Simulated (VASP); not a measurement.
# Te2Mo in VASP: further runs, part 2 of 2

VASP 6.6.1.

### 4 Single point, LDA (strain -0.025 along x and y, +0.000 along z)

File INCAR:

```
  ALGO = Normal
  EDIFF = 1E-6
  ENCUT = 520
  ISIF = 2
  ISMEAR = 0
  LASPH = T
  LCHARG = F
  LREAL = F
  LWAVE = F
  NBANDS = 49
  NELM = 60
  PREC = Accurate
  SIGMA = 0.05
```

File KPOINTS:

```
k-points
0
Gamma
  12 12 1
```

File POSCAR:

```
Te2Mo
1.0
    3.3842215617      0.0000000000      0.0000000000
   -1.6921107809      2.9308218444      0.0000000000
    0.0000000000      0.0000000000     30.2065362563
Te Mo
6 3
Direct
    0.0000000000      0.0000000000      0.9405159683
    0.3333333333      0.6666666667      0.7128929968
    0.3333333333      0.6666666667      0.1682534351
    0.3333333333      0.6666666667      0.8317465649
    0.3333333333      0.6666666667      0.2871070032
    0.0000000000      0.0000000000      0.0594840317
    0.0000000000      0.0000000000      0.7722229666
    0.0000000000      0.0000000000      0.2277770334
    0.3333333333      0.6666666667      0.0000000000
```

Potentials or basis: VASP PAW LDA potentials, release 64 (Te, Mo_sv).

Command:

```sh
$ cat potpaw_LDA.64/Te/POTCAR potpaw_LDA.64/Mo_sv/POTCAR > POTCAR
$ mpirun -np 1 vasp_std > vasp.out
```

OUTCAR:

```text
EDIFF = 1E-6
   ENCUT = 520
   ISIF = 2
   ISMEAR = 0
   LASPH = T
   LREAL = F
   NELM = 60
   PREC = Accurate

 ion  position               nearest neighbor table
   1  0.000  0.000  0.941-   9 2.65   9 2.65   9 2.65   6 3.59
   2  0.333  0.667  0.713-   7 2.65   7 2.65   7 2.65   4 3.59
   3  0.333  0.667  0.168-   8 2.66   8 2.66   8 2.66   5 3.59
   4  0.333  0.667  0.832-   7 2.66   7 2.66   7 2.66   2 3.59
   5  0.333  0.667  0.287-   8 2.65   8 2.65   8 2.65   3 3.59
   6  0.000  0.000  0.059-   9 2.65   9 2.65   9 2.65   1 3.59
   7  0.000  0.000  0.772-   2 2.65   2 2.65   2 2.65   4 2.66   4 2.66   4 2.66
   8  0.000  0.000  0.228-   5 2.65   5 2.65   5 2.65   3 2.66   3 2.66   3 2.66
   9  0.333  0.667  0.000-   1 2.65   6 2.65   1 2.65   6 2.65   1 2.65   6 2.65

  LATTYP: Found a hexagonal cell.
 ALAT       =     3.3842215617
 C/A-ratio  =     8.9256970046

  Lattice vectors:

 A1 = (   3.3842215617,   0.0000000000,   0.0000000000)
 A2 = (  -1.6921107809,   2.9308218444,   0.0000000000)
 A3 = (   0.0000000000,   0.0000000000,  30.2065362563)

Analysis of symmetry for initial positions (statically):
=====================================================================
 Subroutine PRICEL returns:
 Original cell was already a primitive cell.

 Routine SETGRP: Setting up the symmetry group for a
 hexagonal supercell.

 Subroutine GETGRP returns: Found 12 space group operations
 (whereof 12 operations were pure point group operations)
 out of a pool of 24 trial point group operations.

The static configuration has the point symmetry D_3h.

Analysis of symmetry for dynamics (positions and initial velocities):
=====================================================================
 Subroutine PRICEL returns:
 Original cell was already a primitive cell.

 Routine SETGRP: Setting up the symmetry group for a
 hexagonal supercell.

 Subroutine GETGRP returns: Found 12 space group operations
 (whereof 12 operations were pure point group operations)
 out of a pool of 24 trial point group operations.

The dynamic configuration has the point symmetry D_3h.

 Subroutine INISYM returns: Found 12 space group operations
 (whereof 12 operations are pure point group operations),
 and found     1 'primitive' translations

----------------------------------------------------------------------------------------

                                     Primitive cell

  volume of cell :     299.6051

  direct lattice vectors                    reciprocal lattice vectors
     3.384221562  0.000000000  0.000000000     0.295488928  0.170600612  0.000000000
    -1.692110781  2.930821844  0.000000000     0.000000000  0.341201224  0.000000000
     0.000000000  0.000000000 30.206536256     0.000000000  0.000000000  0.033105418

  length of vectors
     3.384221562  3.384221562 30.206536256     0.341201224  0.341201224  0.033105418

  position of ions in fractional coordinates (direct lattice)
     0.000000000  0.000000000  0.940515968
     0.333333333  0.666666667  0.712892997
     0.333333333  0.666666667  0.168253435
     0.333333333  0.666666667  0.831746565
     0.333333333  0.666666667  0.287107003
[... 39 lines left out ...]
 ===========================================

 Found     19 irreducible k-points:

 Following reciprocal coordinates:
            Coordinates               Weight
  0.000000  0.000000  0.000000      1.000000
  0.083333  0.000000  0.000000      6.000000
  0.166667  0.000000  0.000000      6.000000
  0.250000  0.000000  0.000000      6.000000
  0.333333  0.000000  0.000000      6.000000
  0.416667  0.000000  0.000000      6.000000
[... 11 lines left out ...]
  0.333333  0.250000  0.000000     12.000000
  0.333333  0.333333  0.000000      2.000000
   k-points           NKPTS =     19   k-points in BZ     NKDIM =     19   number of bands    NBANDS=     49
   number of dos      NEDOS =    301   number of ions     NIONS =      9
   total plane-waves  NPLWV = 188160
   dimension x,y,z NGX =    28 NGY =   28 NGZ =  240
   dimension x,y,z NGXF=    56 NGYF=   56 NGZF=  480
   ions per type =               6   3
   NGX,Y,Z   is equivalent  to a cutoff of  13.75, 13.75, 13.21 a.u.
   NGXF,Y,Z  is equivalent  to a cutoff of  27.51, 27.51, 26.42 a.u.
 SYSTEM =  unknown system
   PREC   = accura    normal or accurate (medium, high low for compatibility)
   ISTART =      0    job   : 0-new  1-cont  2-samecut
   ICHARG =      2    charge: 1-file 2-atom 10-const
   ISPIN  =      1    spin polarized calculation?
   LNONCOLLINEAR =      F non collinear calculations
   LSORBIT =      F    spin-orbit coupling
   LASPH  =      T    aspherical Exc in radial PAW
   ENCUT  =  520.0 eV  38.22 Ry    6.18 a.u.   6.29  6.29 56.16*2*pi/ulx,y,z
   NELM   =     60;   NELMIN=  2; NELMDL= -5     # of ELM steps
   EDIFF  = 0.1E-05   stopping-criterion for ELM
   LREAL  =      F    real-space projection
[... 7 lines left out ...]
   TEBEG  =    0.0;   TEEND  =   0.0 temperature during run
   PSTRESS=    0.0 pullay stress
   NELECT =      78.0000    total number of electrons
   NUPDOWN=      -1.0000    fix difference up-down
   EMIN   =  10.00;   EMAX   =-10.00  energy-range for DOS
   EFERMI =   0.00;   METHOD = LEGACY
   ISMEAR =     0;   SIGMA  =   0.05  broadening in eV -4-tet -1-fermi 0-gaus
   EFERMI_NEDOS =   21; number of points for ismear=-14 and -15
   IALGO  =     38    algorithm
   IMIX   =      4    mixing-type and parameters
     AMIX     =   0.40;   BMIX     =  1.00
     AMIX_MAG =   1.60;   BMIX_MAG =  1.00
  volume/ion in A,a.u.               =      33.29       224.65
  Fermi-wavevector in a.u.,A,eV,Ry     =   1.045338  1.975402 14.867509  1.092731
  Thomas-Fermi vector in A             =   2.180129
   LORBIT       =      0    0 simple, 1 ext, 2 COOP (PROOUT), +10 PAW based schemes
   GGA     = CA    functional components
   LHFCALC =     F    Hartree Fock is set to
   AEXX    =    0.0000 exact exchange contribution
   IVDW    =     0    specifies the selected vdW correction
   LEPSILON=     F    determine dielectric tensor
   LRPA    =     F    only Hartree local field effects (RPA)
 non-spin polarized calculation
 Gauss-broadening in eV      SIGMA  =   0.05
  energy-cutoff  :      520.00
  volume of cell :      299.61
 maximum number of plane-waves:      8129
 NGX is ok and might be reduce to    28
   NGX = 13   NGY = 13   NGZ =113

 number of electron      77.9999998 magnetization

 Free energy of the ion-electron system (eV)
  ---------------------------------------------------
  ext. energy  EPLUGINS =         0.00000000
  ---------------------------------------------------
  free energy    TOTEN  =       -61.51501519 eV

  energy without entropy =      -61.51501519  energy(sigma->0) =      -61.51501519

 E-fermi :   5.0558     XC(G=0):  -7.9787

 val. band max:        4.7071816637   @ k =   0.5000   0.0000   0.0000
 cond. band min:       5.5669174733   @ k =   0.2500   0.1667   0.0000
 fundamental gap:      0.8597358096
 Fermi energy:         5.0557623056

 k-point     1 :       0.0000    0.0000    0.0000
  band No.  band energies     occupation
      1     -55.5641      2.00000
      2     -55.5597      2.00000
      3     -55.5597      2.00000
      4     -30.0202      2.00000
      5     -30.0184      2.00000
      6     -30.0184      2.00000
[... 977 lines left out ...]
     48       7.5158      0.00000
     49       8.8937      0.00000

------------------------ aborting loop because EDIFF is reached ----------------------------------------

  FORCE on cell =-STRESS in cart. coord.  units (eV):
  Direction    XX          YY          ZZ          XY          YZ          ZX
  --------------------------------------------------------------------------------------
  -------------------------------------------------------------------------------------
  Total        8.5946302      8.5946302      6.5314449     -0.0000000     -0.0000000      0.0000000
  in kB       45.9609126     45.9609126     34.9277586     -0.0000000     -0.0000000      0.0000000
  external PRESSURE =      42.2831946 kB  Pullay stress =       0.0000000 kB

 VOLUME and BASIS-vectors are now :
 -----------------------------------------------------------------------------
  energy-cutoff  :      520.00
  volume of cell :      299.61
      direct lattice vectors                 reciprocal lattice vectors
     3.384221562  0.000000000  0.000000000     0.295488928  0.170600612  0.000000000
    -1.692110781  2.930821844  0.000000000     0.000000000  0.341201224  0.000000000
     0.000000000  0.000000000 30.206536256     0.000000000  0.000000000  0.033105418

 POSITION                                       TOTAL-FORCE (eV/Angst)
 -----------------------------------------------------------------------------------
      0.00000      0.00000     28.40973        -0.000000      0.000000     -0.572582
     -0.00000      1.95388     21.53403        -0.000000      0.000000     -0.598105
     -0.00000      1.95388      5.08235         0.000000     -0.000000     -0.572596
     -0.00000      1.95388     25.12418         0.000000     -0.000000      0.572596
     -0.00000      1.95388      8.67251        -0.000000      0.000000      0.598105
      0.00000      0.00000      1.79681         0.000000      0.000000      0.572582
      0.00000      0.00000     23.32618        -0.000000     -0.000000      0.002838
      0.00000      0.00000      6.88036        -0.000000     -0.000000     -0.002838
     -0.00000      1.95388      0.00000         0.000000     -0.000000      0.000000
 -----------------------------------------------------------------------------------
    total drift:                                0.000001     -0.000000     -0.000000

  FREE ENERGIE OF THE ION-ELECTRON SYSTEM (eV)
  ---------------------------------------------------
  free  energy   TOTEN  =       -61.5150151892 eV

  energy  without entropy=      -61.5150151892  energy(sigma->0) =      -61.51501519
```

It took 15 min on 1 thread of Oxide Virtual Turin-like, shared host; peak memory 0.44 GiB.

Results:

| Quantity | Value |
| --- | --- |
| Free energy | -61.5150 eV |
| Largest force | 0.598 eV/Å |
| Band gap on the k mesh | 0.86 eV (least direct gap 1.28 eV) |

Forces on the atoms (eV/Å):
```
Te   0.000  0.000 -0.573
Te   0.000  0.000 -0.598
Te   0.000  0.000 -0.573
Te   0.000  0.000  0.573
Te   0.000  0.000  0.598
Te   0.000  0.000  0.573
Mo   0.000  0.000  0.003
Mo   0.000  0.000 -0.003
Mo   0.000  0.000  0.000
```

Levels at points of the mesh, in eV from the valence-band top:
```tsv
k point	band 36	band 37	band 38	band 39	band 40	band 41	band 42	band 43
(0.00, 0.00, 0.00)	-0.87	-0.87	-0.22	-0.08	3.46	3.46	3.52	3.52
(0.50, 0.00, 0.00)	-0.98	-0.25	-0.12	0.00	1.63	1.65	1.67	1.71
```

Caveat: the cell differs from its parent crystal (strain -0.025 along x and y, +0.000 along z); there is no dipole correction, which matters where the two faces differ; spin-orbit coupling is left out, which moves the levels of the heavy elements.

### 5 Overview

```tsv
cell	gap on the mesh (eV)	largest force (eV/Å)
a = 3.297, b = 3.297, c = 31.717 Å, angles 90.0, 90.0, 120.0°, 9 atoms	0.34	0.20
a = 3.471, b = 3.471, c = 28.696 Å, angles 90.0, 90.0, 120.0°, 9 atoms	0.35	1.55
a = 3.384, b = 3.384, c = 30.207 Å, angles 90.0, 90.0, 120.0°, 9 atoms	0.86	0.60
```

Alike in all rows: task single point; level LDA; potentials or basis VASP PAW LDA potentials, release 64 (Te, Mo_sv); no spin polarisation; k mesh 12 × 12 × 1; cutoff (eV) 520; smearing gaussian 0.05 eV.

Caveats: there is no dipole correction, which matters where the two faces differ; spin-orbit coupling is left out, which moves the levels of the heavy elements; semilocal functionals underestimate gaps, and a narrow one can read as zero (at least some runs).

Absolute energies hang on the potentials; compare differences alone.
